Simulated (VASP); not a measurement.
# Si3H2C4 in VASP: a series of runs

Si3H2C4 is run at these levels: LDA; tasks: single point.

All numbers are computed with VASP 6.6.1; they aren't measurements. Logs are shortened: lines on timing, memory, paths and dates and some standing lists are left out, and cuts for length are marked.

## Step 1: The cell of the first run

The cell holds a slab with vacuum, 18 atoms: a = 6.122 Å, b = 3.061 Å, c = 19.996 Å, α = 90.00°, β = 90.00°, γ = 90.00°.

## Step 2: Single point, LDA

The input, INCAR:

```
SYSTEM = Si3H2C4
PREC = Accurate ; ENCUT = 520
EDIFF = 1E-7 ; ISMEAR = 0
SIGMA = 0.05 ; LREAL = Auto
LASPH = .TRUE. ; NELM = 100
ALGO = Normal ; ISIF = 2
LWAVE = .FALSE. ; LCHARG = .TRUE.
LDIPOL = .TRUE. ; IDIPOL = 3
DIPOL = 0.5 0.5 0.350 ; GGA = CA
LELF = .TRUE. ; LVHAR = .TRUE.
LVACPOTAV = .TRUE. ; NBANDS = 45
```

The input, KPOINTS:

```
regular mesh
0
G
  4 8 1
  0 0 0
```

The input, POSCAR:

```
Si3H2C4
1.0
    6.1223116280      0.0000000000      0.0000000000
    0.0000000000      3.0611558140      0.0000000000
    0.0000000000      0.0000000000     19.9960979072
C Si H
8 6 4
Direct
    0.5000000000      0.5000000000      0.2326656844
    0.0000000000      0.5000000000      0.2326656844
    0.7500000000      0.0000000000      0.3409150060
    0.2500000000      0.0000000000      0.3409150060
    0.0000000000      0.5000000000      0.4591970802
    0.5000000000      0.5000000000      0.4408432282
    0.3878190047      0.0000000000      0.5459779411
    0.6121809953      0.0000000000      0.5459779411
    0.2500000000      0.5000000000      0.2867903452
    0.7500000000      0.5000000000      0.2867903452
    0.5000000000      0.0000000000      0.3913478112
    0.0000000000      0.0000000000      0.3992477949
    0.7238488126      0.5000000000      0.5052842021
    0.2761511874      0.5000000000      0.5052842021
    0.5000000000      0.2236746754      0.1987605550
    0.5000000000      0.7763253246      0.1987605550
    0.0000000000      0.7759774367      0.1986431602
    0.0000000000      0.2240225633      0.1986431602
```

Potentials or basis: VASP PAW LDA potentials, release 64 (C, Si, H).

Run with:

```bash
cat potpaw_LDA.64/C/POTCAR potpaw_LDA.64/Si/POTCAR potpaw_LDA.64/H/POTCAR > POTCAR
mpirun -np 1 vasp_std > vasp.out
```

OUTCAR:

```text
SYSTEM = Si3H2C4
   PREC = Accurate
   ENCUT = 520
   EDIFF = 1E-7
   ISMEAR = 0
   LREAL = Auto
   LASPH = .TRUE.
   NELM = 100
   ISIF = 2
   GGA = CA

 ion  position               nearest neighbor table
   1  0.500  0.500  0.233-  15 1.08  16 1.08   9 1.87  10 1.87
   2  0.000  0.500  0.233-  17 1.08  18 1.08   9 1.87  10 1.87
   3  0.750  0.000  0.341-  11 1.83  10 1.87  10 1.87  12 1.92
   4  0.250  0.000  0.341-  11 1.83   9 1.87   9 1.87  12 1.92
   5  0.000  0.500  0.459-  13 1.93  14 1.93  12 1.94  12 1.94
   6  0.500  0.500  0.441-  11 1.82  11 1.82  14 1.88  13 1.88
   7  0.388  0.000  0.546-   8 1.37  14 1.86  14 1.86
   8  0.612  0.000  0.546-   7 1.37  13 1.86  13 1.86
   9  0.250  0.500  0.287-   4 1.87   4 1.87   1 1.87   2 1.87  11 3.01  11 3.01  10 3.06  10 3.06
                            12 3.12  12 3.12
  10  0.750  0.500  0.287-   3 1.87   3 1.87   1 1.87   2 1.87  11 3.01  11 3.01   9 3.06   9 3.06
                            12 3.12  12 3.12
  11  0.500  0.000  0.391-   6 1.82   6 1.82   3 1.83   4 1.83  10 3.01   9 3.01   9 3.01  10 3.01
                            12 3.07  12 3.07  13 3.07  13 3.07  14 3.07  14 3.07
  12  0.000  0.000  0.399-   3 1.92   4 1.92   5 1.94   5 1.94  11 3.07  11 3.07  13 3.11  13 3.11
                            14 3.11  14 3.11  10 3.12   9 3.12  10 3.12   9 3.12
  13  0.724  0.500  0.505-   8 1.86   8 1.86   6 1.88   5 1.93  14 2.74  11 3.07  11 3.07  12 3.11
                            12 3.11
  14  0.276  0.500  0.505-   7 1.86   7 1.86   6 1.88   5 1.93  13 2.74  11 3.07  11 3.07  12 3.11
                            12 3.11
  15  0.500  0.224  0.199-   1 1.08
  16  0.500  0.776  0.199-   1 1.08
  17  0.000  0.776  0.199-   2 1.08
  18  0.000  0.224  0.199-   2 1.08

  LATTYP: Found a simple orthorhombic cell.
 ALAT       =     3.0611558140
 B/A-ratio  =     2.0000000000
 C/A-ratio  =     6.5322051938

  Lattice vectors:

 A1 = (   0.0000000000,  -3.0611558140,   0.0000000000)
 A2 = (   6.1223116280,   0.0000000000,   0.0000000000)
 A3 = (   0.0000000000,   0.0000000000,  19.9960979072)

Analysis of symmetry for initial positions (statically):
=====================================================================
 Subroutine PRICEL returns:
 Original cell was already a primitive cell.

 Routine SETGRP: Setting up the symmetry group for a
 simple orthorhombic supercell.

 Subroutine GETGRP returns: Found  4 space group operations
 (whereof  4 operations were pure point group operations)
 out of a pool of  8 trial point group operations.

The static configuration has the point symmetry C_2v.

Analysis of symmetry for dynamics (positions and initial velocities):
=====================================================================
 Subroutine PRICEL returns:
 Original cell was already a primitive cell.

 Routine SETGRP: Setting up the symmetry group for a
 simple orthorhombic supercell.

 Subroutine GETGRP returns: Found  4 space group operations
 (whereof  4 operations were pure point group operations)
 out of a pool of  8 trial point group operations.

The dynamic configuration has the point symmetry C_2v.

 Subroutine INISYM returns: Found  4 space group operations
 (whereof  4 operations are pure point group operations),
 and found     1 'primitive' translations

----------------------------------------------------------------------------------------

                                     Primitive cell

  volume of cell :     374.7539

  direct lattice vectors                    reciprocal lattice vectors
     6.122311628  0.000000000  0.000000000     0.163336998  0.000000000  0.000000000
     0.000000000  3.061155814  0.000000000     0.000000000  0.326673995  0.000000000
     0.000000000  0.000000000 19.996097907     0.000000000  0.000000000  0.050009757

  length of vectors
     6.122311628  3.061155814 19.996097907     0.163336998  0.326673995  0.050009757

  position of ions in fractional coordinates (direct lattice)
     0.500000000  0.500000000  0.232665684
     0.000000000  0.500000000  0.232665684
     0.750000000  0.000000000  0.340915006
     0.250000000  0.000000000  0.340915006
     0.000000000  0.500000000  0.459197080
     0.500000000  0.500000000  0.440843228
[... 10 lines left out ...]
     0.000000000  0.775977437  0.198643160
     0.000000000  0.224022563  0.198643160

  ion indices of the primitive-cell ions
   primitive index   ion index
                 1           1
                 2           2
                 3           3
                 4           4
                 5           5
                 6           6
[... 10 lines left out ...]
                17          17
                18          18

----------------------------------------------------------------------------------------

 KPOINTS: regular mesh

Automatic generation of k-mesh.
 Grid dimensions read from file:
 generate k-points for:    4    8    1

 Generating k-lattice:

  Cartesian coordinates                     Fractional coordinates (reciprocal lattice)
     0.040834249  0.000000000  0.000000000     0.250000000  0.000000000  0.000000000
     0.000000000  0.040834249  0.000000000     0.000000000  0.125000000  0.000000000
     0.000000000  0.000000000  0.050009757     0.000000000  0.000000000  1.000000000

  Length of vectors
     0.040834249  0.040834249  0.050009757

  Shift w.r.t. Gamma in fractional coordinates (k-lattice)
     0.000000000  0.000000000  0.000000000

 Subroutine IBZKPT returns following result:
 ===========================================

 Found     15 irreducible k-points:

 Following reciprocal coordinates:
            Coordinates               Weight
  0.000000  0.000000  0.000000      1.000000
  0.250000  0.000000  0.000000      2.000000
  0.500000  0.000000  0.000000      1.000000
  0.000000  0.125000  0.000000      2.000000
  0.250000  0.125000  0.000000      4.000000
  0.500000  0.125000  0.000000      2.000000
  0.000000  0.250000  0.000000      2.000000
  0.250000  0.250000  0.000000      4.000000
  0.500000  0.250000  0.000000      2.000000
  0.000000  0.375000  0.000000      2.000000
  0.250000  0.375000  0.000000      4.000000
  0.500000  0.375000  0.000000      2.000000
  0.000000  0.500000  0.000000      1.000000
  0.250000  0.500000  0.000000      2.000000
  0.500000  0.500000  0.000000      1.000000
   k-points           NKPTS =     15   k-points in BZ     NKDIM =     15   number of bands    NBANDS=     45
   number of dos      NEDOS =    301   number of ions     NIONS =     18
   total plane-waves  NPLWV = 172800
   dimension x,y,z NGX =    48 NGY =   24 NGZ =  150
   dimension x,y,z NGXF=    96 NGYF=   48 NGZF=  300
   ions per type =               8   6   4
   NGX,Y,Z   is equivalent  to a cutoff of  13.03, 13.03, 12.47 a.u.
   NGXF,Y,Z  is equivalent  to a cutoff of  26.07, 26.07, 24.94 a.u.
 SYSTEM =  Si3H2C4
   PREC   = accura    normal or accurate (medium, high low for compatibility)
   ISTART =      0    job   : 0-new  1-cont  2-samecut
   ICHARG =      2    charge: 1-file 2-atom 10-const
   ISPIN  =      1    spin polarized calculation?
   LNONCOLLINEAR =      F non collinear calculations
   LSORBIT =      F    spin-orbit coupling
   LASPH  =      T    aspherical Exc in radial PAW
   ENCUT  =  520.0 eV  38.22 Ry    6.18 a.u.  11.38  5.69 37.18*2*pi/ulx,y,z
   NELM   =    100;   NELMIN=  2; NELMDL= -5     # of ELM steps
   EDIFF  = 0.1E-06   stopping-criterion for ELM
   LREAL  =      T    real-space projection
   EDIFFG = 0.1E-05   stopping-criterion for IOM
   NSW    =      0    number of steps for IOM
   IBRION =     -1    ionic relax: 0-MD 1-quasi-New 2-CG
   NFREE  =      0    steps in history (QN), initial steepest desc. (CG)
   ISIF   =      2    stress and relaxation
   ISYM   =      2    0-nonsym 1-usesym 2-fastsym
   POTIM  = 0.5000    time-step for ionic-motion
   TEBEG  =    0.0;   TEEND  =   0.0 temperature during run
   PSTRESS=    0.0 pullay stress
   NELECT =      60.0000    total number of electrons
   NUPDOWN=      -1.0000    fix difference up-down
   EMIN   =  10.00;   EMAX   =-10.00  energy-range for DOS
   EFERMI =   0.00;   METHOD = LEGACY
   ISMEAR =     0;   SIGMA  =   0.05  broadening in eV -4-tet -1-fermi 0-gaus
   EFERMI_NEDOS =   21; number of points for ismear=-14 and -15
   IALGO  =     38    algorithm
   IMIX   =      4    mixing-type and parameters
     AMIX     =   0.40;   BMIX     =  1.00
     AMIX_MAG =   1.60;   BMIX_MAG =  1.00
  volume/ion in A,a.u.               =      20.82       140.50
  Fermi-wavevector in a.u.,A,eV,Ry     =   0.888948  1.679869 10.751721  0.790229
  Thomas-Fermi vector in A             =   2.010445
   LORBIT       =      0    0 simple, 1 ext, 2 COOP (PROOUT), +10 PAW based schemes
   GGA     = CA    functional components
   LHFCALC =     F    Hartree Fock is set to
   AEXX    =    0.0000 exact exchange contribution
   IVDW    =     0    specifies the selected vdW correction
   LEPSILON=     F    determine dielectric tensor
   LRPA    =     F    only Hartree local field effects (RPA)
 non-spin polarized calculation
 Gauss-broadening in eV      SIGMA  =   0.05
  energy-cutoff  :      520.00
  volume of cell :      374.75
 maximum number of plane-waves:     10115
 NGX is ok and might be reduce to    48
   NGX = 23   NGY = 11   NGZ = 75

 dipolmoment           0.000000      0.000000     -0.000032 electrons x Angstroem

 number of electron      60.0000001 magnetization

 dipolmoment           0.000000      0.000000      0.150398 electrons x Angstroem

 Free energy of the ion-electron system (eV)
  ---------------------------------------------------
  ext. energy  EPLUGINS =         0.00000000
  ---------------------------------------------------
  free energy    TOTEN  =      -129.56191849 eV

  energy without entropy =     -129.56100619  energy(sigma->0) =     -129.56146234

 E-fermi :   0.8856     XC(G=0):  -5.3676

 val. band max:        0.8291792638   @ k =   0.2500   0.0000   0.0000
 cond. band min:       0.9287933631   @ k =   0.5000   0.0000   0.0000
 fundamental gap:      0.0996140992
 Fermi energy:         0.8855695669

 k-point     1 :       0.0000    0.0000    0.0000
  band No.  band energies     occupation
      1     -15.8559      2.00000
      2     -14.8798      2.00000
      3     -13.4835      2.00000
      4     -12.5481      2.00000
      5     -12.2878      2.00000
      6     -12.2868      2.00000
[... 34 lines left out ...]
     41       5.6391      0.00000
     42       5.8473      0.00000

 k-point     2 :       0.2500    0.0000    0.0000
  band No.  band energies     occupation
      1     -15.7648      2.00000
      2     -14.7373      2.00000
      3     -13.5749      2.00000
      4     -13.3006      2.00000
      5     -12.6374      2.00000
      6     -11.8425      2.00000
[... 34 lines left out ...]
     41       5.9395      0.00000
     42       6.0273      0.00000

 k-point     3 :       0.5000    0.0000    0.0000
  band No.  band energies     occupation
      1     -15.6577      2.00000
      2     -14.3149      2.00000
      3     -14.2820      2.00000
      4     -13.3057      2.00000
      5     -12.9145      2.00000
      6     -11.8619      2.00000
[... 491 lines left out ...]
      3     -12.1084      2.00000
      4     -12.1035      2.00000
      5     -11.1957      2.00000
      6     -10.8653      2.00000
[... 34 lines left out ...]
     41       6.1567      0.00000
     42       6.3574      0.00000

 k-point    15 :       0.5000    0.5000    0.0000
  band No.  band energies     occupation
      1     -13.5913      2.00000
      2     -12.0248      2.00000
      3     -11.7710      2.00000
      4     -11.7241      2.00000
      5     -11.6588      2.00000
      6     -11.5242      2.00000
[... 34 lines left out ...]
     41       5.8920      0.00000
     42       6.6989      0.00000
 [bands above 42 left out]

------------------------ aborting loop because EDIFF is reached ----------------------------------------

  FORCE on cell =-STRESS in cart. coord.  units (eV):
  Direction    XX          YY          ZZ          XY          YZ          ZX
  --------------------------------------------------------------------------------------
  -------------------------------------------------------------------------------------
  Total       -3.7737773     14.4133476     -1.3611278      0.0000000      0.0000000      0.0000000
  in kB      -16.1339510     61.6210822     -5.8192012      0.0000000      0.0000000      0.0000000
  external PRESSURE =      13.2226433 kB  Pullay stress =       0.0000000 kB

 VOLUME and BASIS-vectors are now :
 -----------------------------------------------------------------------------
  energy-cutoff  :      520.00
  volume of cell :      374.75
      direct lattice vectors                 reciprocal lattice vectors
     6.122311628  0.000000000  0.000000000     0.163336998  0.000000000  0.000000000
     0.000000000  3.061155814  0.000000000     0.000000000  0.326673995  0.000000000
     0.000000000  0.000000000 19.996097907     0.000000000  0.000000000  0.050009757

 POSITION                                       TOTAL-FORCE (eV/Angst)
 -----------------------------------------------------------------------------------
      3.06116      1.53058      4.65241         0.000000      0.000000      0.795862
      0.00000      1.53058      4.65241         0.000000      0.000000      0.591504
      4.59173      0.00000      6.81697         0.975192     -0.000000     -0.096266
      1.53058      0.00000      6.81697        -0.975192      0.000000     -0.096266
      0.00000      1.53058      9.18215         0.000000      0.000000      0.037996
      3.06116      1.53058      8.81514         0.000000      0.000000     -0.021910
[... 10 lines left out ...]
      0.00000      2.37539      3.97209         0.000000      0.034527     -0.029215
      0.00000      0.68577      3.97209         0.000000     -0.034527     -0.029215
 -----------------------------------------------------------------------------------
    total drift:                               -0.000000      0.000000      0.001715

  FREE ENERGIE OF THE ION-ELECTRON SYSTEM (eV)
  ---------------------------------------------------
  free  energy   TOTEN  =      -129.5619184859 eV

  energy  without entropy=     -129.5610061902  energy(sigma->0) =     -129.56146234

 vacuum level on the upper side and lower side of the slab         5.803         4.350
```

It took 3.6 min on 1 thread of Intel Xeon 6975P-C (Granite Rapids), shared host; peak memory 0.43 GiB.

What came out:

```yaml
Free_energy: -129.5619 eV
Largest_force: 0.980 eV/Å
Band_gap_on_the_k_mesh: zero (band 30 reaches 0.93 eV, above the bottom of band 31 at 0.75 eV)
```

Forces on the atoms (eV/Å):
```
C    0.000  0.000  0.796
C    0.000  0.000  0.592
C    0.975  0.000 -0.096
C   -0.975  0.000 -0.096
C    0.000  0.000  0.038
C    0.000  0.000 -0.022
C   -0.063  0.000  0.012
C    0.063  0.000  0.012
Si  -0.475  0.000 -0.584
Si   0.475  0.000 -0.584
Si   0.000  0.000  0.024
Si   0.000  0.000  0.005
Si   0.010  0.000  0.011
Si  -0.010  0.000  0.011
H    0.000 -0.035 -0.029
H    0.000  0.035 -0.029
H    0.000  0.035 -0.029
H    0.000 -0.035 -0.029
```

Levels at points of the mesh, in eV from the Fermi level:
```tsv
k point	band 26	band 27	band 28	band 29	band 30	band 31	band 32	band 33	band 34	band 35
(0.00, 0.00, 0.00)	-2.15	-1.74	-1.64	-1.46	-0.16	0.91	1.14	2.66	2.84	3.40
(0.50, 0.00, 0.00)	-2.69	-1.98	-1.65	-1.61	0.04	0.77	2.35	2.93	3.13	3.36
(0.00, 0.50, 0.00)	-2.91	-2.39	-2.24	-2.14	-1.70	-0.14	1.42	2.75	3.03	3.55
(0.50, 0.50, 0.00)	-4.02	-3.49	-3.04	-2.71	-2.29	0.58	2.22	2.62	3.04	3.26
```

(Continued in part 2 of 2.)
